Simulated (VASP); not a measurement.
# Ga (Cmcm) in VASP: further runs, part 3 of 3

VASP 6.6.1. The steps go on from the part before.

**5. Single point, LDA**

This run uses another cell than the first one, of 17.94 Å³/atom, 0.941 times its volume.

Input file INCAR:

```
  PREC = Accurate
  ENCUT = 520
  EDIFF = 1E-6
  ISMEAR = -1
  SIGMA = 0.05
  LREAL = F
  LASPH = T
  NELM = 60
  ALGO = Normal
  ISIF = 2
  LWAVE = F
  LCHARG = T
  GGA = CA
  LELF = T
  LVHAR = T
  NBANDS = 20
```

Input file KPOINTS:

```
Automatic mesh
0
Gamma
  10 10 8
```

Input file POSCAR:

```
Ga
1.0
    1.4304030031     -4.0100608329      0.0000000000
    1.4304030031      4.0100608329      0.0000000000
    0.0000000000      0.0000000000      3.1271569103
Ga
2
Direct
    0.1330000000      0.8670000000      0.7500000000
    0.8670000000      0.1330000000      0.2500000000
```

Potentials or basis: VASP PAW LDA potentials, release 64 (Ga_d).

Run with:

```bash
$ cat potpaw_LDA.64/Ga_d/POTCAR > POTCAR
$ mpirun -np 1 vasp_std > vasp.out
```

OUTCAR:

```text
PREC = Accurate
   ENCUT = 520
   EDIFF = 1E-6
   ISMEAR = -1
   LREAL = F
   LASPH = T
   NELM = 60
   ISIF = 2
   GGA = CA

 ion  position               nearest neighbor table
   1  0.133  0.867  0.750-   2 2.64   2 2.64   2 2.83   2 2.83   2 2.83   2 2.83
   2  0.867  0.133  0.250-   1 2.64   1 2.64   1 2.83   1 2.83   1 2.83   1 2.83

  LATTYP: Found a base centered orthorhombic cell.
 ALAT       =     2.8608060062
 B/A-ratio  =     2.8034482759
 C/A-ratio  =     1.0931034483

  Lattice vectors:

 A1 = (   1.4304030031,  -4.0100608329,   0.0000000000)
 A2 = (   1.4304030031,   4.0100608329,   0.0000000000)
 A3 = (   0.0000000000,   0.0000000000,   3.1271569103)

Analysis of symmetry for initial positions (statically):
=====================================================================
 Subroutine PRICEL returns:
 Original cell was already a primitive cell.

 Routine SETGRP: Setting up the symmetry group for a
 base centered orthorhombic supercell.

 Subroutine GETGRP returns: Found  8 space group operations
 (whereof  4 operations were pure point group operations)
 out of a pool of  8 trial point group operations.

The static configuration has the point symmetry C_2h.
 The point group associated with its full space group is D_2h.

Analysis of symmetry for dynamics (positions and initial velocities):
=====================================================================
 Subroutine PRICEL returns:
 Original cell was already a primitive cell.

 Routine SETGRP: Setting up the symmetry group for a
 base centered orthorhombic supercell.

 Subroutine GETGRP returns: Found  8 space group operations
 (whereof  4 operations were pure point group operations)
 out of a pool of  8 trial point group operations.

The dynamic configuration has the point symmetry C_2h.
[... 105 lines left out ...]
   NFREE  =      0    steps in history (QN), initial steepest desc. (CG)
   ISIF   =      2    stress and relaxation
   ISYM   =      2    0-nonsym 1-usesym 2-fastsym
   POTIM  = 0.5000    time-step for ionic-motion
   TEBEG  =    0.0;   TEEND  =   0.0 temperature during run
   PSTRESS=    0.0 pullay stress
   NELECT =      26.0000    total number of electrons
   NUPDOWN=      -1.0000    fix difference up-down
   EMIN   =  10.00;   EMAX   =-10.00  energy-range for DOS
   EFERMI =   0.00;   METHOD = LEGACY
   ISMEAR =    -1;   SIGMA  =   0.05  broadening in eV -4-tet -1-fermi 0-gaus
   EFERMI_NEDOS =   21; number of points for ismear=-14 and -15
   IALGO  =     38    algorithm
   IMIX   =      4    mixing-type and parameters
     AMIX     =   0.40;   BMIX     =  1.00
     AMIX_MAG =   1.60;   BMIX_MAG =  1.00
  volume/ion in A,a.u.               =      17.94       121.05
  Fermi-wavevector in a.u.,A,eV,Ry     =   1.470515  2.778871 29.421453  2.162416
  Thomas-Fermi vector in A             =   2.585763
   LORBIT       =      0    0 simple, 1 ext, 2 COOP (PROOUT), +10 PAW based schemes
   GGA     = CA    functional components
   LHFCALC =     F    Hartree Fock is set to
   AEXX    =    0.0000 exact exchange contribution
   IVDW    =     0    specifies the selected vdW correction
   LEPSILON=     F    determine dielectric tensor
   LRPA    =     F    only Hartree local field effects (RPA)
 non-spin polarized calculation
  energy-cutoff  :      520.00
  volume of cell :       35.87
 maximum number of plane-waves:       988
   NGX = 15   NGY = 15   NGZ = 11

 number of electron      25.9999984 magnetization

 Free energy of the ion-electron system (eV)
  ---------------------------------------------------
  ext. energy  EPLUGINS =         0.00000000
  ---------------------------------------------------
  free energy    TOTEN  =        -7.16274646 eV

  energy without entropy =       -7.15997350  energy(sigma->0) =       -7.16135998

 E-fermi :   5.7576     XC(G=0): -11.5410

 val. band max:        5.6636720162   @ k =   0.3000   0.1000   0.2500
 cond. band min:       5.8024913055   @ k =  -0.1000   0.1000   0.0000
 fundamental gap:      0.1388192893
 Fermi energy:         5.7575595430

 k-point     1 :       0.0000    0.0000    0.0000
  band No.  band energies     occupation
      1      -9.5569      2.00000
      2      -9.5279      2.00000
      3      -9.4527      2.00000
      4      -9.4409      2.00000
      5      -9.2276      2.00000
      6      -9.2072      2.00000
[... 541 lines left out ...]
     19      15.8885      0.00000
     20      17.6253      0.00000

 [... further k-points ...]
[... 5 lines left out ...]
  --------------------------------------------------------------------------------------
  -------------------------------------------------------------------------------------
  Total       -0.8600893     -0.3897764     -0.0535053      0.0000000      0.0000000      0.0000000
  in kB      -38.4118382    -17.4075263     -2.3895608      0.0000000      0.0000000      0.0000000
  external PRESSURE =     -19.4029751 kB  Pullay stress =       0.0000000 kB

 VOLUME and BASIS-vectors are now :
 -----------------------------------------------------------------------------
  energy-cutoff  :      520.00
  volume of cell :       35.87
      direct lattice vectors                 reciprocal lattice vectors
     1.430403003 -4.010060833  0.000000000     0.349551839 -0.124686388  0.000000000
     1.430403003  4.010060833  0.000000000     0.349551839  0.124686388  0.000000000
     0.000000000  0.000000000  3.127156910     0.000000000  0.000000000  0.319779285

 POSITION                                       TOTAL-FORCE (eV/Angst)
 -----------------------------------------------------------------------------------
      1.43040      2.94338      2.34537         0.000000     -0.217429      0.000000
      1.43040     -2.94338      0.78179         0.000000      0.217429     -0.000000
 -----------------------------------------------------------------------------------
    total drift:                                0.000000      0.000000     -0.000000

  FREE ENERGIE OF THE ION-ELECTRON SYSTEM (eV)
  ---------------------------------------------------
  free  energy   TOTEN  =        -7.1627464588 eV

  energy  without entropy=       -7.1599734989  energy(sigma->0) =       -7.16135998
```

OSZICAR:

```text
N       E                     dE             d eps       ncg     rms          rms(c)
DAV:   1     0.129443870048E+03    0.12944E+03   -0.13297E+04  6708   0.248E+03
DAV:   2     0.412450671076E+01   -0.12532E+03   -0.12215E+03  6380   0.385E+02
DAV:   3    -0.707769981001E+01   -0.11202E+02   -0.11140E+02  7020   0.944E+01
DAV:   4    -0.724381692717E+01   -0.16612E+00   -0.16602E+00  7108   0.126E+01
DAV:   5    -0.724662724941E+01   -0.28103E-02   -0.28102E-02  7052   0.161E+00    0.149E+00
DAV:   6    -0.718038290582E+01    0.66244E-01   -0.10863E-01  8436   0.554E+00    0.734E-01
DAV:   7    -0.716448913170E+01    0.15894E-01   -0.18752E-02  8956   0.185E+00    0.199E-01
DAV:   8    -0.716273948935E+01    0.17496E-02   -0.26126E-03  6872   0.705E-01    0.167E-02
DAV:   9    -0.716274687305E+01   -0.73837E-05   -0.91992E-05  7220   0.102E-01    0.619E-03
DAV:  10    -0.716274645876E+01    0.41428E-06   -0.56641E-06  6732   0.300E-02
   1 F= -.71627465E+01 E0= -.71613600E+01  d E =-.277296E-02
```

stdout:

```text
POSCAR found type information on POSCAR Ga
 POSCAR found :  1 types and       2 ions
 scaLAPACK will be used
 LDA part: xc-table for (Slater(with rela. corr.)+CA(PZ))
 , standard interpolation
 POSCAR, INCAR and KPOINTS ok, starting setup
 FFT: planning ... GRIDC
 FFT: planning ... GRID_SOFT
 FFT: planning ... GRID
 WAVECAR not read
 entering main loop
```

Wall time 76 s (1 thread of Intel Xeon Platinum 8259CL at 2.50GHz (Skylake/Cascade Lake), shared host); peak memory 0.21 GiB.

What came out:

- Free energy: -7.1627 eV
- Pressure: -1.9 GPa
- Largest force: 0.217 eV/Å
- Band gap on the k mesh: zero (band 13 reaches 11.01 eV, above the bottom of band 14 at 1.39 eV)

Forces in eV/Å, atoms in the order of the input:
```
Ga   0.000 -0.217  0.000
Ga   0.000  0.217  0.000
```

Stress tensor (GPa, compression positive):
```
-3.84  0.00  0.00
 0.00 -1.74  0.00
 0.00  0.00 -0.24
```

**6. Overview**

```tsv
cell	gap on the mesh (eV)	pressure (GPa)	largest force (eV/Å)
a = 4.344, b = 4.344, c = 3.191 Å, angles 90.0, 90.0, 140.7°, 2 atoms	none	-4.9	0.19
a = 4.401, b = 4.401, c = 3.232 Å, angles 90.0, 90.0, 140.7°, 2 atoms	none	-6.2	0.18
a = 4.228, b = 4.228, c = 3.105 Å, angles 90.0, 90.0, 140.7°, 2 atoms	none	-0.6	0.23
a = 4.258, b = 4.258, c = 3.127 Å, angles 90.0, 90.0, 140.7°, 2 atoms	none	-1.9	0.22
```

Alike in all rows: task single point; level LDA; potentials or basis VASP PAW LDA potentials, release 64 (Ga_d); no spin polarisation; k mesh 10 × 10 × 8; cutoff (eV) 520; smearing fermi-dirac 0.05 eV.

Total energies depend on the potentials used, so only differences within one code and one set of settings carry meaning.
